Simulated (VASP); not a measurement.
# BaS (Cmmm) in VASP: notebook

Aim: see how the results for BaS move with the level of theory and the settings. Levels: PBE, r2SCAN, HSE06. Tasks: single point.

Everything below comes from runs of VASP 6.6.1. Logs are shortened: lines on timing, memory, paths and dates and some standing lists are left out, and cuts for length are marked.

## (1) The cell of the first run

The structure is orthorhombic, space group Cmmm (No. 65). Conventional cell: a = 5.317 Å, b = 5.527 Å, c = 3.834 Å, α = 90.00°, β = 90.00°, γ = 90.00°. Ba (site symmetry mmm) has 8 S at 3.28 to 3.36 Å and 6 Ba at 3.83 Å within 4.3 Å. Within 4.3 Å of S (site symmetry mmm) lie 8 Ba at 3.28 to 3.36 Å and 6 S at 3.83 Å.

## (2) Single point, PBE (shear xy strain -3.9%)

INCAR reads:

```
SYSTEM = BaS
PREC = Accurate
ENCUT = 500
EDIFF = 1E-6
ISMEAR = -1
SIGMA = 0.02
LREAL = .FALSE.
LASPH = .TRUE.
NELM = 120
ALGO = Normal
ISIF = 2
LWAVE = .FALSE.
LCHARG = .FALSE.
GGA = PE
NBANDS = 15
GGA_COMPAT = .FALSE.
```

KPOINTS reads:

```
regular mesh
0
G
  6 6 6
  0 0 0
```

POSCAR reads:

```
BaS
1.0
    3.8337582573     -0.0741832223      0.0000000000
   -0.0741832223      3.8337582573      0.0000000000
    0.0000000000      0.0000000000      3.8337582573
Ba S
1 1
Direct
    0.0000000000      0.0000000000      0.0000000000
    0.5000000000      0.5000000000      0.5000000000
```

Potentials or basis: VASP PAW PBE potentials, release 64 (Ba_sv, S).

Launch:

```console
$ cat potpaw_PBE.64/Ba_sv/POTCAR potpaw_PBE.64/S/POTCAR > POTCAR
$ mpirun -np 1 vasp_std > vasp.out
```

OUTCAR:

```text
SYSTEM = BaS
   PREC = Accurate
   ENCUT = 500
   EDIFF = 1E-6
   ISMEAR = -1
   LREAL = .FALSE.
   LASPH = .TRUE.
   NELM = 120
   ISIF = 2
   GGA = PE

 ion  position               nearest neighbor table
   1  0.000  0.000  0.000-   2 3.28   2 3.28   2 3.28   2 3.28   2 3.36   2 3.36   2 3.36   2 3.36

   2  0.500  0.500  0.500-   1 3.28   1 3.28   1 3.28   1 3.28   1 3.36   1 3.36   1 3.36   1 3.36

  LATTYP: Found a base centered orthorhombic cell.
 ALAT       =     5.3168420033
 B/A-ratio  =     1.0394636211
 C/A-ratio  =     0.7210592782

  Lattice vectors:

 A1 = (   3.8337582573,  -0.0741832223,   0.0000000000)
 A2 = (  -0.0741832223,   3.8337582573,   0.0000000000)
 A3 = (   0.0000000000,   0.0000000000,   3.8337582573)

Analysis of symmetry for initial positions (statically):
=====================================================================
 Subroutine PRICEL returns:
 Original cell was already a primitive cell.

 Routine SETGRP: Setting up the symmetry group for a
 base centered orthorhombic supercell.

 Subroutine GETGRP returns: Found  8 space group operations
 (whereof  8 operations were pure point group operations)
 out of a pool of  8 trial point group operations.

The static configuration has the point symmetry D_2h.

Analysis of symmetry for dynamics (positions and initial velocities):
=====================================================================
 Subroutine PRICEL returns:
 Original cell was already a primitive cell.

 Routine SETGRP: Setting up the symmetry group for a
 base centered orthorhombic supercell.

 Subroutine GETGRP returns: Found  8 space group operations
 (whereof  8 operations were pure point group operations)
 out of a pool of  8 trial point group operations.

The dynamic configuration has the point symmetry D_2h.

 Subroutine INISYM returns: Found  8 space group operations
 (whereof  8 operations are pure point group operations),
 and found     1 'primitive' translations

----------------------------------------------------------------------------------------

                                     Primitive cell

  volume of cell :      56.3263

  direct lattice vectors                    reciprocal lattice vectors
     3.833758257 -0.074183222  0.000000000     0.260938352  0.005049157  0.000000000
    -0.074183222  3.833758257  0.000000000     0.005049157  0.260938352  0.000000000
     0.000000000  0.000000000  3.833758257     0.000000000  0.000000000  0.260840651

  length of vectors
     3.834475913  3.834475913  3.833758257     0.260987198  0.260987198  0.260840651

[... 90 lines left out ...]
   PSTRESS=    0.0 pullay stress
   NELECT =      16.0000    total number of electrons
   NUPDOWN=      -1.0000    fix difference up-down
   EMIN   =  10.00;   EMAX   =-10.00  energy-range for DOS
   EFERMI =   0.00;   METHOD = LEGACY
   ISMEAR =    -1;   SIGMA  =   0.02  broadening in eV -4-tet -1-fermi 0-gaus
   EFERMI_NEDOS =   21; number of points for ismear=-14 and -15
   IALGO  =     38    algorithm
   IMIX   =      4    mixing-type and parameters
     AMIX     =   0.40;   BMIX     =  1.00
     AMIX_MAG =   1.60;   BMIX_MAG =  1.00
  volume/ion in A,a.u.               =      28.16       190.05
  Fermi-wavevector in a.u.,A,eV,Ry     =   1.076162  2.033651 15.757242  1.158125
  Thomas-Fermi vector in A             =   2.212039
   LORBIT       =      0    0 simple, 1 ext, 2 COOP (PROOUT), +10 PAW based schemes
   GGA     = PE    functional components
   LHFCALC =     F    Hartree Fock is set to
   AEXX    =    0.0000 exact exchange contribution
   IVDW    =     0    specifies the selected vdW correction
   LEPSILON=     F    determine dielectric tensor
   LRPA    =     F    only Hartree local field effects (RPA)
 non-spin polarized calculation
  energy-cutoff  :      500.00
  volume of cell :       56.33
 maximum number of plane-waves:      1448
   NGX = 13   NGY = 13   NGZ = 13

 number of electron      15.9999998 magnetization

 Free energy of the ion-electron system (eV)
  ---------------------------------------------------
  ext. energy  EPLUGINS =         0.00000000
  ---------------------------------------------------
  free energy    TOTEN  =        -9.74388441 eV

  energy without entropy =       -9.74388441  energy(sigma->0) =       -9.74388441

 E-fermi :   3.4647     XC(G=0):  -9.4057

 val. band max:        3.0351657635   @ k =   0.5000   0.0000   0.5000
 cond. band min:       4.4701215809   @ k =   0.0000   0.0000   0.0000
 fundamental gap:      1.4349558174
 Fermi energy:         3.4646890758

 k-point     1 :       0.0000    0.0000    0.0000
  band No.  band energies     occupation
      1     -24.1068      2.00000
      2      -8.9165      2.00000
      3      -8.9046      2.00000
      4      -8.8953      2.00000
      5      -8.0373      2.00000
      6       2.9167      2.00000
      7       2.9244      2.00000
      8       2.9338      2.00000
      9       4.4701      0.00000
     10       4.4805      0.00000
     11       6.8708      0.00000
     12       9.4599      0.00000
     13       9.5747      0.00000
     14       9.7142      0.00000
[... 401 lines left out ...]
      2      -9.8478      2.00000
      3      -9.4719      2.00000
      4      -8.9480      2.00000
      5      -7.3536      2.00000
      6       1.1049      2.00000
      7       1.2711      2.00000
      8       2.3296      2.00000
      9       6.3494      0.00000
     10       7.1970      0.00000
     11       7.8502      0.00000
     12       8.9413      0.00000
     13      10.3205      0.00000
     14      12.7777      0.00000
     15      12.8201      0.00000

 [... further k-points ...]

------------------------ aborting loop because EDIFF is reached ----------------------------------------

  FORCE on cell =-STRESS in cart. coord.  units (eV):
  Direction    XX          YY          ZZ          XY          YZ          ZX
  --------------------------------------------------------------------------------------
  -------------------------------------------------------------------------------------
  Total        0.4492451      0.4492451      0.4596908      0.1627407      0.0000000      0.0000000
  in kB       12.7785746     12.7785746     13.0756971      4.6290868      0.0000000      0.0000000
  external PRESSURE =      12.8776154 kB  Pullay stress =       0.0000000 kB

 VOLUME and BASIS-vectors are now :
 -----------------------------------------------------------------------------
  energy-cutoff  :      500.00
  volume of cell :       56.33
      direct lattice vectors                 reciprocal lattice vectors
     3.833758257 -0.074183222  0.000000000     0.260938352  0.005049157  0.000000000
    -0.074183222  3.833758257  0.000000000     0.005049157  0.260938352  0.000000000
     0.000000000  0.000000000  3.833758257     0.000000000  0.000000000  0.260840651

 POSITION                                       TOTAL-FORCE (eV/Angst)
 -----------------------------------------------------------------------------------
      0.00000      0.00000      0.00000        -0.000000      0.000000      0.000000
      1.87979      1.87979      1.91688         0.000000      0.000000      0.000000
 -----------------------------------------------------------------------------------
    total drift:                               -0.000000      0.000000      0.000000

  FREE ENERGIE OF THE ION-ELECTRON SYSTEM (eV)
  ---------------------------------------------------
  free  energy   TOTEN  =        -9.7438844122 eV

  energy  without entropy=       -9.7438844122  energy(sigma->0) =       -9.74388441
```

Wall time 48 s (1 thread of Intel Xeon 8259CL, shared host); peak memory 0.18 GiB.

Results:

```yaml
Free_energy: -9.7439 eV
Pressure: 1.3 GPa
Band_gap_on_the_k_mesh: 1.43 eV (least direct gap 1.54 eV)
```

Stress tensor (GPa, compression positive):
```
1.28 0.46 0.00
0.46 1.28 0.00
0.00 0.00 1.31
```

Caveat: the cell differs from its parent crystal (shear xy strain -3.9%); spin-orbit coupling is left out, which moves the levels of the heavy elements.

## (3) Single point, r2SCAN (shear xy strain -3.9%)

POSCAR is that of step 2.

INCAR.step1 reads:

```
SYSTEM = BaS
  ALGO = Normal
  EDIFF = 1E-5
  ENCUT = 550
  GGA = PE
  GGA_COMPAT = .False.
  ISMEAR = 0
  LASPH = .True.
  LCHARG = .False.
  LREAL = .False.
  LWAVE = .True.
  NBANDS = 15
  NELM = 120
  PREC = Accurate
  SIGMA = 0.01
```

INCAR.step2 reads:

```
SYSTEM = BaS
  ALGO = Normal
  EDIFF = 1E-6
  ENCUT = 550
  GGA_COMPAT = .False.
  ISIF = 2
  ISMEAR = 0
  ISTART = 1
  LASPH = .True.
  LCHARG = .False.
  LMIXTAU = .True.
  LREAL = .False.
  LWAVE = .False.
  METAGGA = R2SCAN
  NBANDS = 15
  NELM = 120
  PREC = Accurate
  SIGMA = 0.01
```

KPOINTS reads:

```
k-points
0
Gamma
  6 6 6
  0 0 0
```

Potentials or basis: VASP PAW PBE potentials, release 64 (Ba_sv, S).

Launch:

```console
$ cat potpaw_PBE.64/Ba_sv/POTCAR potpaw_PBE.64/S/POTCAR > POTCAR
$ cp INCAR.step1 INCAR
$ mpirun -np 1 vasp_std > vasp.out
$ cp INCAR.step2 INCAR
$ mpirun -np 1 vasp_std > vasp.out
```

It took 4.7 min on 1 thread of Intel Xeon 8259CL, shared host; peak memory 0.2 GiB.

Results (log left out):

| Property | Result |
| --- | --- |
| Free energy | -38.7984 eV |
| Pressure | 1.1 GPa |
| Band gap on the k mesh | 1.81 eV (least direct gap 1.90 eV) |

Stress tensor (GPa, compression positive):
```
1.07 0.58 0.00
0.58 1.07 0.00
0.00 0.00 1.10
```

Levels at points of the mesh, in eV from the valence-band top:
| k point | band 4 | band 5 | band 6 | band 7 | band 8 | band 9 | band 10 | band 11 | band 12 | band 13 |
| --- | --- | --- | --- | --- | --- | --- | --- | --- | --- | --- |
| (0.00, 0.00, 0.00) | -12.33 | -11.53 | -0.11 | -0.11 | -0.10 | 1.81 | 1.82 | 4.67 | 6.93 | 7.05 |
| (0.50, 0.00, 0.00) | -12.21 | -10.23 | -2.89 | -0.74 | -0.74 | 2.88 | 6.57 | 7.05 | 7.52 | 7.64 |
| (0.50, 0.50, 0.00) | -12.12 | -11.10 | -1.46 | -1.32 | 0.00 | 2.65 | 3.91 | 4.77 | 4.83 | 9.30 |
| (0.00, 0.00, 0.50) | -12.22 | -10.23 | -2.90 | -0.88 | -0.58 | 2.87 | 6.53 | 7.05 | 7.25 | 7.91 |
| (0.50, 0.00, 0.50) | -12.12 | -11.10 | -1.39 | -1.39 | 0.00 | 2.65 | 3.86 | 4.82 | 4.84 | 9.33 |
| (0.50, 0.50, 0.50) | -12.93 | -10.70 | -2.81 | -2.81 | -2.80 | 7.71 | 7.94 | 8.18 | 8.20 | 8.44 |

Caveat: the cell differs from its parent crystal (shear xy strain -3.9%); the PAW data sets were made with another functional, which shifts forces and pressure a little; spin-orbit coupling is left out, which moves the levels of the heavy elements.

## (4) Single point, HSE06 (shear xy strain -3.9%)

POSCAR is that of step 3.

INCAR.step1 reads:

```
SYSTEM = BaS
PREC     = Accurate       ! precision mode
ENCUT    = 400            ! plane-wave cutoff, eV
EDIFF    = 1E-5           ! SCF threshold, eV
ISMEAR   = 0              ! smearing method
SIGMA    = 0.01           ! smearing width, eV
LREAL    = .False.        ! projectors in reciprocal space
LASPH    = .True.         ! aspherical terms in the spheres
NELM     = 120            ! most SCF steps
ALGO     = Normal         ! electronic algorithm
ISIF     = 2              ! what is computed and relaxed
LWAVE    = .True.         ! write WAVECAR
LCHARG   = .False.        ! write CHGCAR
NBANDS   = 15             ! bands
GGA      = PE             ! functional
GGA_COMPAT= .False.
```

INCAR.step2 reads:

```
SYSTEM = BaS
PREC     = Accurate       ! precision mode
ENCUT    = 400            ! plane-wave cutoff, eV
EDIFF    = 1E-6           ! SCF threshold, eV
ISMEAR   = 0              ! smearing method
SIGMA    = 0.01           ! smearing width, eV
LREAL    = .False.        ! projectors in reciprocal space
LASPH    = .True.         ! aspherical terms in the spheres
NELM     = 120            ! most SCF steps
ALGO     = Normal         ! electronic algorithm
ISIF     = 2              ! what is computed and relaxed
LWAVE    = .False.        ! write WAVECAR
LCHARG   = .False.        ! write CHGCAR
GGA      = PE             ! functional
LHFCALC  = .True.         ! exact exchange
HFSCREEN = 0.2079         ! screening, 1/A
PRECFOCK = Normal       
NBANDS   = 15             ! bands
ISTART   = 1            
GGA_COMPAT= .False.
```

KPOINTS reads:

```
regular mesh
0
Gamma
  4 4 4
  0 0 0
```

Launch:

```console
$ cat potpaw_PBE.64/Ba_sv/POTCAR potpaw_PBE.64/S/POTCAR > POTCAR
$ cp INCAR.step1 INCAR
$ mpirun -np 1 vasp_std > vasp.out
$ cp INCAR.step2 INCAR
$ mpirun -np 1 vasp_std > vasp.out
```

It took 12 min on 1 thread of Intel Xeon 8259CL, shared host; peak memory 0.27 GiB.

The run converged. Its results:

```yaml
Free_energy: -11.0940 eV
Pressure: 0.6 GPa
Band_gap_on_the_k_mesh: 2.34 eV (least direct gap 2.46 eV)
```

Stress tensor (GPa, compression positive):
```
0.56 0.48 0.00
0.48 0.56 0.00
0.00 0.00 0.59
```

Levels at points of the mesh, in eV from the valence-band top:
```
           k point  band 6  band 7  band 8  band 9  band 10  band 11
(0.00, 0.00, 0.00)   -0.13   -0.13   -0.12    2.34     2.35     4.85
(0.50, 0.00, 0.00)   -3.16   -0.78   -0.78    3.51     7.26     7.47
(0.50, 0.50, 0.00)   -1.59   -1.45    0.00    3.13     4.35     5.33
(0.00, 0.00, 0.50)   -3.16   -0.94   -0.61    3.50     7.22     7.48
(0.50, 0.00, 0.50)   -1.52   -1.51    0.00    3.13     4.30     5.38
(0.50, 0.50, 0.50)   -3.02   -3.02   -3.02    8.40     8.61     8.64
```

Caveat: the cell differs from its parent crystal (shear xy strain -3.9%); the PAW data sets were made with another functional, which shifts forces and pressure a little; spin-orbit coupling is left out, which moves the levels of the heavy elements. A k mesh can miss the band edges.

## (5) The runs side by side

```tsv
level	k mesh	cutoff (eV)	smearing	grid for exact exchange (PRECFOCK)	share of exact exchange	screening parameter	gap on the mesh (eV)	pressure (GPa)
PBE	6 × 6 × 6	500	fermi-dirac 0.02 eV	-	-	-	1.43	1.3
r2SCAN	6 × 6 × 6	550	gaussian 0.01 eV	-	-	-	1.81	1.1
HSE06	4 × 4 × 4	400	gaussian 0.01 eV	Normal	0.25	0.2079 1/Å	2.34	0.6
```

Alike in all rows: task single point; potentials or basis VASP PAW PBE potentials, release 64 (Ba_sv, S); no spin polarisation; cell as given.

Caveats: spin-orbit coupling is left out, which moves the levels of the heavy elements; the PAW data sets were made with another functional, which shifts forces and pressure a little (at least some runs).

Total energies depend on the potentials used, so only differences within one code and one set of settings carry meaning.
